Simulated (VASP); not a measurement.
# CsPbCl3 (P4mm) in VASP: single point with PBEsol

Aim: the single point of CsPbCl3 with PBEsol.

Everything below comes from runs of VASP 6.6.1. Logs are shortened: lines on timing, memory, paths and dates and some standing lists are left out, and cuts for length are marked.

### 1 The cell of the first run

Symmetry: P4mm, No. 99, tetragonal system. Conventional cell: a = 5.605 Å, b = 5.605 Å, c = 5.605 Å, α = 90.00°, β = 90.00°, γ = 90.00°. Cs (site symmetry 4mm) has 12 Cl at 3.96 Å and 8 Pb at 4.73 to 4.99 Å within 5.2 Å. Within 3.4 Å of Pb (site symmetry 4mm) lie 6 Cl at 2.58 to 3.03 Å. Within 3.4 Å of Cl (site symmetry 4mm) lie 2 Pb at 2.58 to 3.03 Å. Within 3.7 Å of Cl (site symmetry 2mm) lie 2 Pb at 2.81 Å.

### 2 Single point, PBEsol (atom 2 (Pb) moved by (-0.225, +0.000) A along x and y)

File INCAR:

```
  ALGO = Normal
  EDIFF = 1E-6
  ENCUT = 520
  GGA = PS
  ISIF = 2
  ISMEAR = 0
  LASPH = True
  LCHARG = True
  LELF = True
  LREAL = False
  LVHAR = True
  LWAVE = False
  NBANDS = 30
  NELM = 100
  PREC = Accurate
  SIGMA = 0.05
```

File KPOINTS:

```
k-points
0
Gamma
  6 6 6
```

File POSCAR:

```
CsPbCl3
1.0
    5.6050000000      0.0000000000      0.0000000000
    0.0000000000      5.6050000000      0.0000000000
    0.0000000000      0.0000000000      5.6050000000
Cs Pb Cl
1 1 3
Direct
    0.0000000000      0.0000000000      0.0000000000
    0.4598572703      0.5000000000      0.5000000000
    0.0000000000      0.5000000000      0.5000000000
    0.5000000000      0.0000000000      0.5000000000
    0.5000000000      0.5000000000      0.0000000000
```

Potentials or basis: VASP PAW PBE potentials, release 64 (Cs_sv, Pb_d, Cl).

On the command line:

```console
> cat potpaw_PBE.64/Cs_sv/POTCAR potpaw_PBE.64/Pb_d/POTCAR potpaw_PBE.64/Cl/POTCAR > POTCAR
> mpirun -np 1 vasp_std > vasp.out
```

OUTCAR:

```text
EDIFF = 1E-6
   ENCUT = 520
   GGA = PS
   ISIF = 2
   ISMEAR = 0
   LASPH = True
   LREAL = False
   NELM = 100
   PREC = Accurate

 ion  position               nearest neighbor table
   1  0.000  0.000  0.000-
   2  0.460  0.500  0.500-   3 2.58   4 2.81   5 2.81   5 2.81   4 2.81   3 3.03
   3  0.000  0.500  0.500-   2 2.58   2 3.03
   4  0.500  0.000  0.500-   2 2.81   2 2.81
   5  0.500  0.500  0.000-   2 2.81   2 2.81

  LATTYP: Found a simple cubic cell.
 ALAT       =     5.6050000000

  Lattice vectors:

 A1 = (   5.6050000000,   0.0000000000,   0.0000000000)
 A2 = (   0.0000000000,   5.6050000000,   0.0000000000)
 A3 = (   0.0000000000,   0.0000000000,   5.6050000000)

Analysis of symmetry for initial positions (statically):
=====================================================================
 Subroutine PRICEL returns:
 Original cell was already a primitive cell.

 Routine SETGRP: Setting up the symmetry group for a
 simple cubic supercell.

 Subroutine GETGRP returns: Found  8 space group operations
 (whereof  8 operations were pure point group operations)
 out of a pool of 48 trial point group operations.

The static configuration has the point symmetry C_4v.

Analysis of symmetry for dynamics (positions and initial velocities):
=====================================================================
 Subroutine PRICEL returns:
 Original cell was already a primitive cell.

 Routine SETGRP: Setting up the symmetry group for a
 simple cubic supercell.

 Subroutine GETGRP returns: Found  8 space group operations
 (whereof  8 operations were pure point group operations)
 out of a pool of 48 trial point group operations.

The dynamic configuration has the point symmetry C_4v.

 Subroutine INISYM returns: Found  8 space group operations
 (whereof  8 operations are pure point group operations),
 and found     1 'primitive' translations

----------------------------------------------------------------------------------------

                                     Primitive cell

  volume of cell :     176.0868

  direct lattice vectors                    reciprocal lattice vectors
     5.605000000  0.000000000  0.000000000     0.178412132  0.000000000  0.000000000
     0.000000000  5.605000000  0.000000000     0.000000000  0.178412132  0.000000000
     0.000000000  0.000000000  5.605000000     0.000000000  0.000000000  0.178412132

  length of vectors
     5.605000000  5.605000000  5.605000000     0.178412132  0.178412132  0.178412132

  position of ions in fractional coordinates (direct lattice)
     0.000000000  0.000000000  0.000000000
     0.459857270  0.500000000  0.500000000
     0.000000000  0.500000000  0.500000000
     0.500000000  0.000000000  0.500000000
     0.500000000  0.500000000  0.000000000

  ion indices of the primitive-cell ions
   primitive index   ion index
                 1           1
                 2           2
                 3           3
                 4           4
                 5           5

----------------------------------------------------------------------------------------

 KPOINTS: k-points

Automatic generation of k-mesh.
 Grid dimensions read from file:
 generate k-points for:    6    6    6

 Generating k-lattice:

  Cartesian coordinates                     Fractional coordinates (reciprocal lattice)
     0.029735355  0.000000000  0.000000000     0.166666667  0.000000000  0.000000000
     0.000000000  0.029735355  0.000000000     0.000000000  0.166666667  0.000000000
     0.000000000  0.000000000  0.029735355     0.000000000  0.000000000  0.166666667

  Length of vectors
     0.029735355  0.029735355  0.029735355

  Shift w.r.t. Gamma in fractional coordinates (k-lattice)
     0.000000000  0.000000000  0.000000000

 Subroutine IBZKPT returns following result:
 ===========================================

 Found     40 irreducible k-points:

 Following reciprocal coordinates:
            Coordinates               Weight
  0.000000  0.000000  0.000000      1.000000
  0.166667  0.000000  0.000000      2.000000
  0.000000  0.166667  0.000000      4.000000
  0.333333  0.000000  0.000000      2.000000
  0.000000  0.333333  0.000000      4.000000
  0.500000  0.000000  0.000000      1.000000
[... 16 lines left out ...]
  0.166667  0.166667  0.166667      8.000000
  0.333333  0.166667  0.166667      8.000000
 [... further k-points ...]
   k-points           NKPTS =     40   k-points in BZ     NKDIM =     40   number of bands    NBANDS=     30
   number of dos      NEDOS =    301   number of ions     NIONS =      5
   total plane-waves  NPLWV =  74088
   dimension x,y,z NGX =    42 NGY =   42 NGZ =   42
   dimension x,y,z NGXF=    84 NGYF=   84 NGZF=   84
   ions per type =               1   1   3
   NGX,Y,Z   is equivalent  to a cutoff of  12.46, 12.46, 12.46 a.u.
   NGXF,Y,Z  is equivalent  to a cutoff of  24.91, 24.91, 24.91 a.u.
 SYSTEM =  unknown system
   PREC   = accura    normal or accurate (medium, high low for compatibility)
   ISTART =      0    job   : 0-new  1-cont  2-samecut
   ICHARG =      2    charge: 1-file 2-atom 10-const
   ISPIN  =      1    spin polarized calculation?
   LNONCOLLINEAR =      F non collinear calculations
   LSORBIT =      F    spin-orbit coupling
   LASPH  =      T    aspherical Exc in radial PAW
   ENCUT  =  520.0 eV  38.22 Ry    6.18 a.u.  10.42 10.42 10.42*2*pi/ulx,y,z
   NELM   =    100;   NELMIN=  2; NELMDL= -5     # of ELM steps
   EDIFF  = 0.1E-05   stopping-criterion for ELM
   LREAL  =      F    real-space projection
   EDIFFG = 0.1E-04   stopping-criterion for IOM
   NSW    =      0    number of steps for IOM
   IBRION =     -1    ionic relax: 0-MD 1-quasi-New 2-CG
   NFREE  =      0    steps in history (QN), initial steepest desc. (CG)
   ISIF   =      2    stress and relaxation
   ISYM   =      2    0-nonsym 1-usesym 2-fastsym
   POTIM  = 0.5000    time-step for ionic-motion
   TEBEG  =    0.0;   TEEND  =   0.0 temperature during run
   PSTRESS=    0.0 pullay stress
   NELECT =      44.0000    total number of electrons
   NUPDOWN=      -1.0000    fix difference up-down
   EMIN   =  10.00;   EMAX   =-10.00  energy-range for DOS
   EFERMI =   0.00;   METHOD = LEGACY
   ISMEAR =     0;   SIGMA  =   0.05  broadening in eV -4-tet -1-fermi 0-gaus
   EFERMI_NEDOS =   21; number of points for ismear=-14 and -15
   IALGO  =     38    algorithm
   IMIX   =      4    mixing-type and parameters
     AMIX     =   0.40;   BMIX     =  1.00
     AMIX_MAG =   1.60;   BMIX_MAG =  1.00
  volume/ion in A,a.u.               =      35.22       237.66
  Fermi-wavevector in a.u.,A,eV,Ry     =   1.031138  1.948568 14.466333  1.063245
  Thomas-Fermi vector in A             =   2.165271
   LORBIT       =      0    0 simple, 1 ext, 2 COOP (PROOUT), +10 PAW based schemes
   GGA     = PS    functional components
   LHFCALC =     F    Hartree Fock is set to
   AEXX    =    0.0000 exact exchange contribution
   IVDW    =     0    specifies the selected vdW correction
   LEPSILON=     F    determine dielectric tensor
   LRPA    =     F    only Hartree local field effects (RPA)
 non-spin polarized calculation
 Gauss-broadening in eV      SIGMA  =   0.05
  energy-cutoff  :      520.00
  volume of cell :      176.09
 maximum number of plane-waves:      4780
 NGX is ok and might be reduce to    42
   NGX = 21   NGY = 21   NGZ = 21

 number of electron      43.9999999 magnetization

 Free energy of the ion-electron system (eV)
  ---------------------------------------------------
  ext. energy  EPLUGINS =         0.00000000
  ---------------------------------------------------
  free energy    TOTEN  =       -18.30204937 eV

  energy without entropy =      -18.30204937  energy(sigma->0) =      -18.30204937

 E-fermi :   1.9953     XC(G=0):  -8.0048

 val. band max:        1.7475587506   @ k =   0.5000   0.5000   0.5000
 cond. band min:       3.5857979825   @ k =   0.5000   0.5000   0.5000
 fundamental gap:      1.8382392319
 Fermi energy:         1.9953316035

 k-point     1 :       0.0000    0.0000    0.0000
  band No.  band energies     occupation
      1     -19.6539      2.00000
      2     -15.0782      2.00000
      3     -14.9864      2.00000
      4     -14.7424      2.00000
      5     -14.7390      2.00000
      6     -14.7390      2.00000
[... 22 lines left out ...]
     29       7.9199      0.00000
     30       7.9406      0.00000

 k-point     2 :       0.1667    0.0000    0.0000
  band No.  band energies     occupation
      1     -19.6533      2.00000
      2     -15.0500      2.00000
      3     -14.9863      2.00000
      4     -14.7424      2.00000
      5     -14.7394      2.00000
      6     -14.7394      2.00000
[... 22 lines left out ...]
     29       7.2586      0.00000
     30       7.9477      0.00000

 k-point     3 :       0.0000    0.1667    0.0000
  band No.  band energies     occupation
      1     -19.6533      2.00000
      2     -15.0742      2.00000
      3     -14.9667      2.00000
      4     -14.7428      2.00000
      5     -14.7398      2.00000
      6     -14.7390      2.00000
[... 22 lines left out ...]
     29       7.4171      0.00000
     30       7.9106      0.00000

 k-point     4 :       0.3333    0.0000    0.0000
  band No.  band energies     occupation
      1     -19.6522      2.00000
      2     -14.9917      2.00000
      3     -14.9862      2.00000
      4     -14.7424      2.00000
      5     -14.7402      2.00000
      6     -14.7402      2.00000
[... 22 lines left out ...]
     29       7.1358      0.00000
     30       8.2127      0.00000

 k-point     5 :       0.0000    0.3333    0.0000
  band No.  band energies     occupation
      1     -19.6522      2.00000
      2     -15.0695      2.00000
      3     -14.9230      2.00000
      4     -14.7436      2.00000
      5     -14.7417      2.00000
      6     -14.7390      2.00000
[... 22 lines left out ...]
     29       7.2361      0.00000
     30       8.0915      0.00000
[... 526 lines left out ...]
     29       7.9081      0.00000
     30       7.9098      0.00000

 k-point    22 :       0.0000    0.5000    0.5000
  band No.  band energies     occupation
      1     -19.6498      2.00000
      2     -15.0426      2.00000
      3     -14.8100      2.00000
      4     -14.7454      2.00000
      5     -14.7428      2.00000
      6     -14.7428      2.00000
[... 22 lines left out ...]
     29       7.9160      0.00000
     30       7.9160      0.00000

 k-point    23 :       0.1667    0.1667    0.1667
  band No.  band energies     occupation
      1     -19.6523      2.00000
      2     -15.0396      2.00000
      3     -14.9476      2.00000
      4     -14.7432      2.00000
      5     -14.7403      2.00000
      6     -14.7400      2.00000
[... 22 lines left out ...]
     29       7.4757      0.00000
     30       7.5844      0.00000

 k-point    24 :       0.3333    0.1667    0.1667
  band No.  band energies     occupation
      1     -19.6512      2.00000
      2     -14.9784      2.00000
      3     -14.9475      2.00000
      4     -14.7432      2.00000
      5     -14.7411      2.00000
      6     -14.7408      2.00000
[... 22 lines left out ...]
     29       7.5275      0.00000
     30       8.0218      0.00000

 [... further k-points ...]
[... 5 lines left out ...]
  --------------------------------------------------------------------------------------
  -------------------------------------------------------------------------------------
  Total        1.4546127      0.2120440      0.2120440      0.0000000     -0.0000000      0.0000000
  in kB       13.2352183      1.9293440      1.9293440      0.0000000     -0.0000000      0.0000000
  external PRESSURE =       5.6979688 kB  Pullay stress =       0.0000000 kB

 VOLUME and BASIS-vectors are now :
 -----------------------------------------------------------------------------
  energy-cutoff  :      520.00
  volume of cell :      176.09
      direct lattice vectors                 reciprocal lattice vectors
     5.605000000  0.000000000  0.000000000     0.178412132  0.000000000  0.000000000
     0.000000000  5.605000000  0.000000000     0.000000000  0.178412132  0.000000000
     0.000000000  0.000000000  5.605000000     0.000000000  0.000000000  0.178412132

 POSITION                                       TOTAL-FORCE (eV/Angst)
 -----------------------------------------------------------------------------------
      0.00000      0.00000      0.00000        -0.050061      0.000000     -0.000000
      2.57750      2.80250      2.80250         0.828078     -0.000000      0.000000
      0.00000      2.80250      2.80250        -0.681677      0.000000     -0.000000
      2.80250      0.00000      2.80250        -0.048170      0.000000     -0.000000
      2.80250      2.80250      0.00000        -0.048170      0.000000     -0.000000
 -----------------------------------------------------------------------------------
    total drift:                                0.000325      0.000000     -0.000001

  FREE ENERGIE OF THE ION-ELECTRON SYSTEM (eV)
  ---------------------------------------------------
  free  energy   TOTEN  =       -18.3020493702 eV

  energy  without entropy=      -18.3020493702  energy(sigma->0) =      -18.30204937
```

It took 4.1 min on 1 thread of Intel Xeon 8259CL, shared host; peak memory 0.38 GiB.

Results:

* Free energy: -18.3020 eV
* Pressure: 0.6 GPa
* Largest force: 0.828 eV/Å
* Band gap on the k mesh: 1.84 eV

Forces on the atoms (eV/Å):
```
Cs  -0.050  0.000  0.000
Pb   0.828  0.000  0.000
Cl  -0.682  0.000  0.000
Cl  -0.048  0.000  0.000
Cl  -0.048  0.000  0.000
```

Stress tensor (GPa, compression positive):
```
1.32 0.00 0.00
0.00 0.19 0.00
0.00 0.00 0.19
```

Levels at points of the mesh, in eV from the valence-band top:
```csv
k point,band 18,band 19,band 20,band 21,band 22,band 23,band 24,band 25,band 26,band 27
"(0.00, 0.00, 0.00)",-2.75,-2.64,-2.56,-2.55,-2.55,3.14,4.13,4.16,4.89,4.89
"(0.50, 0.00, 0.00)",-2.91,-2.77,-2.63,-2.63,-1.81,3.11,4.53,5.06,5.14,5.14
"(0.00, 0.50, 0.00)",-2.77,-2.76,-2.74,-2.67,-1.63,2.95,4.55,5.07,5.08,5.22
"(0.50, 0.50, 0.00)",-2.86,-2.83,-2.80,-2.30,-0.82,2.44,2.62,4.77,5.26,5.60
"(0.00, 0.50, 0.50)",-2.84,-2.84,-2.74,-2.21,-0.75,2.46,2.46,4.90,5.32,5.65
"(0.50, 0.50, 0.50)",-2.73,-2.29,-2.29,-2.20,0.00,1.84,1.84,2.04,4.93,5.46
```

Caveat: the cell differs from its parent crystal (atom 2 (Pb) moved by (-0.225, +0.000) A along x and y); the PAW data sets were made with another functional, which shifts forces and pressure a little; spin-orbit coupling is left out, which moves the levels of the heavy elements. A k mesh can miss the band edges.
